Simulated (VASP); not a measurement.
Na, 1 atom in the cell. The typed cell holds 1 atom: a = 3.689 Å, b = 3.724 Å, c = 3.638 Å, α = 107.61°, β = 108.86°, γ = 110.23°. 

| Quantity | Value |
| --- | --- |
| Program | VASP 6.6.1 |
| Task | single point |
| Functional | LDA |
| Potentials or basis | VASP PAW LDA potentials, release 64 (Na_pv) |
| Cutoff | 520 eV |
| k mesh | 9 × 9 × 9 |
| Occupations | gaussian, width 0.01 eV |
| Spin | no spin polarisation |
| Dipole correction | no |
| Further INCAR settings | ALGO = Normal; EDIFF = 1e-07; NBANDS = 10 |

Potentials or basis: VASP PAW LDA potentials, release 64 (Na_pv).

Command:

```sh
$ cat potpaw_LDA.64/Na_pv/POTCAR > POTCAR
$ mpirun -np 1 vasp_std > vasp.out
```

Hardware: 1 thread of AMD EPYC 7R13 Processor (Zen 3), on a shared host.

**Question.** How long does it take, and how much memory?

**Answer.** Run time: 60 s on 1 thread of AMD EPYC 7R13 Processor (Zen 3), with other jobs on the host, peak memory 0.19 GiB. Counts: scf iterations 10, k points 365.
